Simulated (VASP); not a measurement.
# CaHfAs2 (P-3m1) in VASP: notebook, part 3 of 3

VASP 6.6.1. The steps go on from the part before.

## (6) Single point, LDA

INCAR

```
SYSTEM = CaHfAs2
  ALGO = Normal
  EDIFF = 1E-6
  ENCUT = 520
  ISIF = 2
  ISMEAR = 0
  LASPH = .TRUE.
  LCHARG = .FALSE.
  LREAL = .FALSE.
  LWAVE = .FALSE.
  NBANDS = 23
  NELM = 60
  PREC = Accurate
  SIGMA = 0.1
```

KPOINTS

```
k-points
0
G
  12 12 8
  0 0 0
```

POSCAR

```
CaHfAs2
1.0
    3.9214514465     -0.0000000028      0.0000000000
   -1.9607257208      3.3960765738      0.0000000000
    0.0000000000      0.0000000000      7.0773761578
Ca Hf As
1 1 2
Direct
    0.0000000000      0.0000000000      0.0000000000
    0.0000000000      0.0000000000      0.5000000000
    0.3333333333      0.6666666667      0.7219268056
    0.6666666667      0.3333333333      0.2780731944
```

Potentials or basis: VASP PAW LDA potentials, release 64 (Ca_sv, Hf_pv, As).

On the command line:

```bash
$ cat potpaw_LDA.64/Ca_sv/POTCAR potpaw_LDA.64/Hf_pv/POTCAR potpaw_LDA.64/As/POTCAR > POTCAR
$ mpirun -np 1 vasp_std > vasp.out
```

OUTCAR:

```text
SYSTEM = CaHfAs2
   EDIFF = 1E-6
   ENCUT = 520
   ISIF = 2
   ISMEAR = 0
   LASPH = .TRUE.
   LREAL = .FALSE.
   NELM = 60
   PREC = Accurate

 ion  position               nearest neighbor table
   1  0.000  0.000  0.000-   3 3.00   4 3.00   4 3.00   3 3.00   4 3.00   3 3.00
   2  0.000  0.000  0.500-   3 2.76   4 2.76   4 2.76   3 2.76   4 2.76   3 2.76
   3  0.333  0.667  0.722-   2 2.76   2 2.76   2 2.76   1 3.00   1 3.00   1 3.00
   4  0.667  0.333  0.278-   2 2.76   2 2.76   2 2.76   1 3.00   1 3.00   1 3.00

  LATTYP: Found a hexagonal cell.
 ALAT       =     3.9214514465
 C/A-ratio  =     1.8047848493

  Lattice vectors:

 A1 = (   3.9214514465,  -0.0000000028,   0.0000000000)
 A2 = (  -1.9607257208,   3.3960765738,   0.0000000000)
 A3 = (   0.0000000000,   0.0000000000,   7.0773761578)

Analysis of symmetry for initial positions (statically):
=====================================================================
 Subroutine PRICEL returns:
 Original cell was already a primitive cell.

 Routine SETGRP: Setting up the symmetry group for a
 hexagonal supercell.

 Subroutine GETGRP returns: Found 12 space group operations
 (whereof 12 operations were pure point group operations)
 out of a pool of 24 trial point group operations.

The static configuration has the point symmetry D_3d.

Analysis of symmetry for dynamics (positions and initial velocities):
=====================================================================
 Subroutine PRICEL returns:
 Original cell was already a primitive cell.

 Routine SETGRP: Setting up the symmetry group for a
 hexagonal supercell.

 Subroutine GETGRP returns: Found 12 space group operations
 (whereof 12 operations were pure point group operations)
 out of a pool of 24 trial point group operations.

[... 114 lines left out ...]
   PSTRESS=    0.0 pullay stress
   NELECT =      30.0000    total number of electrons
   NUPDOWN=      -1.0000    fix difference up-down
   EMIN   =  10.00;   EMAX   =-10.00  energy-range for DOS
   EFERMI =   0.00;   METHOD = LEGACY
   ISMEAR =     0;   SIGMA  =   0.10  broadening in eV -4-tet -1-fermi 0-gaus
   EFERMI_NEDOS =   21; number of points for ismear=-14 and -15
   IALGO  =     38    algorithm
   IMIX   =      4    mixing-type and parameters
     AMIX     =   0.40;   BMIX     =  1.00
     AMIX_MAG =   1.60;   BMIX_MAG =  1.00
  volume/ion in A,a.u.               =      23.56       159.01
  Fermi-wavevector in a.u.,A,eV,Ry     =   1.117763  2.112266 16.999038  1.249394
  Thomas-Fermi vector in A             =   2.254388
   LORBIT       =      0    0 simple, 1 ext, 2 COOP (PROOUT), +10 PAW based schemes
   GGA     = CA    functional components
   LHFCALC =     F    Hartree Fock is set to
   AEXX    =    0.0000 exact exchange contribution
   IVDW    =     0    specifies the selected vdW correction
   LEPSILON=     F    determine dielectric tensor
   LRPA    =     F    only Hartree local field effects (RPA)
 non-spin polarized calculation
 Gauss-broadening in eV      SIGMA  =   0.10
  energy-cutoff  :      520.00
  volume of cell :       94.25
 maximum number of plane-waves:      2570
 NGX is ok and might be reduce to    30
   NGX = 15   NGY = 15   NGZ = 27

 number of electron      29.9999998 magnetization

 Free energy of the ion-electron system (eV)
  ---------------------------------------------------
  ext. energy  EPLUGINS =         0.00000000
  ---------------------------------------------------
  free energy    TOTEN  =       -28.07602735 eV

  energy without entropy =      -28.07273816  energy(sigma->0) =      -28.07438275

 E-fermi :   4.1226     XC(G=0): -10.1335

 val. band max:        4.1192608126   @ k =   0.3333   0.0000   0.0000
 cond. band min:       4.1347462442   @ k =   0.0000   0.0833   0.2500
 fundamental gap:      0.0154854316
 Fermi energy:         4.1226400953

 k-point     1 :       0.0000    0.0000    0.0000
  band No.  band energies     occupation
      1     -36.0965      2.00000
      2     -27.0639      2.00000
      3     -27.0639      2.00000
      4     -27.0338      2.00000
      5     -17.4332      2.00000
      6     -17.4040      2.00000
[... 613 lines left out ...]
     22       8.4801      0.00000
     23       8.5006      0.00000

 [... further k-points ...]
[... 5 lines left out ...]
  --------------------------------------------------------------------------------------
  -------------------------------------------------------------------------------------
  Total       -3.0654332     -3.0654332     -3.2670121     -0.0000000     -0.0000000     -0.0000000
  in kB      -52.1081736    -52.1081736    -55.5347383     -0.0000000     -0.0000000     -0.0000000
  external PRESSURE =     -53.2503618 kB  Pullay stress =       0.0000000 kB

 VOLUME and BASIS-vectors are now :
 -----------------------------------------------------------------------------
  energy-cutoff  :      520.00
  volume of cell :       94.25
      direct lattice vectors                 reciprocal lattice vectors
     3.921451446 -0.000000003  0.000000000     0.255007620  0.147228718  0.000000000
    -1.960725721  3.396076574  0.000000000     0.000000000  0.294457436  0.000000000
     0.000000000  0.000000000  7.077376158     0.000000000  0.000000000  0.141295302

 POSITION                                       TOTAL-FORCE (eV/Angst)
 -----------------------------------------------------------------------------------
      0.00000      0.00000      0.00000        -0.000000      0.000000     -0.000000
      0.00000      0.00000      3.53869        -0.000000      0.000000     -0.000000
      0.00000      2.26405      5.10935         0.000000     -0.000000     -0.230933
      1.96073      1.13203      1.96803         0.000000      0.000000      0.230933
 -----------------------------------------------------------------------------------
    total drift:                                0.000000      0.000000      0.000000

  FREE ENERGIE OF THE ION-ELECTRON SYSTEM (eV)
  ---------------------------------------------------
  free  energy   TOTEN  =       -28.0760273455 eV

  energy  without entropy=      -28.0727381602  energy(sigma->0) =      -28.07438275
```

OSZICAR:

```text
N       E                     dE             d eps       ncg     rms          rms(c)
DAV:   1     0.169751641216E+03    0.16975E+03   -0.14442E+04  6026   0.119E+03
DAV:   2    -0.194852904891E+02   -0.18924E+03   -0.18137E+03  7017   0.291E+02
DAV:   3    -0.295604836421E+02   -0.10075E+02   -0.98971E+01  8938   0.539E+01
DAV:   4    -0.299975924771E+02   -0.43711E+00   -0.43614E+00  9730   0.933E+00
DAV:   5    -0.300044475120E+02   -0.68550E-02   -0.68536E-02  8394   0.107E+00    0.402E+01
DAV:   6    -0.281805382414E+02    0.18239E+01   -0.56015E+00  7202   0.819E+00    0.295E+01
DAV:   7    -0.280933257358E+02    0.87213E-01   -0.11050E+00  7323   0.493E+00    0.520E+00
DAV:   8    -0.280808986583E+02    0.12427E-01   -0.79882E-02  8471   0.130E+00    0.114E+00
DAV:   9    -0.280762815574E+02    0.46171E-02   -0.23911E-02  7233   0.679E-01    0.348E-01
DAV:  10    -0.280760975181E+02    0.18404E-03   -0.34154E-03  7819   0.277E-01    0.287E-01
DAV:  11    -0.280760328929E+02    0.64625E-04   -0.50194E-04  7959   0.109E-01    0.136E-01
DAV:  12    -0.280760293068E+02    0.35861E-05   -0.58198E-05  7986   0.414E-02    0.670E-02
DAV:  13    -0.280760274027E+02    0.19041E-05   -0.10788E-05  7466   0.143E-02    0.407E-03
DAV:  14    -0.280760273455E+02    0.57120E-07   -0.11045E-06  5947   0.656E-03
   1 F= -.28076027E+02 E0= -.28074383E+02  d E =-.328919E-02
```

It took 7.5 min on 1 thread of AMD EPYC 7R13, shared host; peak memory 0.39 GiB.

Results:

```
Free energy            : -28.0760 eV
Pressure               : -5.3 GPa
Largest force          : 0.231 eV/Å
Band gap on the k mesh : zero (band 15 reaches 4.91 eV, above the bottom of band 16 at 3.92 eV)
```

Forces on the atoms (eV/Å):
```
Ca   0.000  0.000  0.000
Hf   0.000  0.000  0.000
As   0.000  0.000 -0.231
As   0.000  0.000  0.231
```

Caveat: spin-orbit coupling is left out, which moves the levels of the heavy elements.

## (7) Summary

```csv
task,level,potentials or basis,cell,k mesh,cutoff (eV),gap on the mesh (eV),pressure (GPa),largest force (eV/Å)
single point,PBE,"VASP PAW PBE potentials, release 64 (Ca_sv, Hf_pv, As)","a = 3.921, b = 3.921, c = 7.077 Å, angles 90.0, 90.0, 120.0°, 4 atoms",12 × 12 × 8,520,none,0.0,0.04
relaxation of cell and atoms,PBE,"VASP PAW PBE potentials, release 64 (Ca_sv, Hf_pv, As)","relaxed from a = 4.050, b = 4.050, c = 6.654 Å, angles 90.0, 90.0, 120.0°, 4 atoms",12 × 12 × 8,600,none,0.0,0.01
single point,PBE,"VASP PAW PBE potentials, release 64 (Ca_sv, Hf_pv, As)","a = 4.050, b = 4.050, c = 6.654 Å, angles 90.0, 90.0, 120.0°, 4 atoms",6 × 6 × 4,520,none,1.0,0.30
single point,LDA,"VASP PAW LDA potentials, release 64 (Ca_sv, Hf_pv, As)","a = 3.921, b = 3.921, c = 7.077 Å, angles 90.0, 90.0, 120.0°, 4 atoms",12 × 12 × 8,520,none,-5.3,0.23
```

Alike in all rows: no spin polarisation; smearing gaussian 0.1 eV.

Caveats: spin-orbit coupling is left out, which moves the levels of the heavy elements.

Total energies depend on the potentials used, so only differences within one code and one set of settings carry meaning.
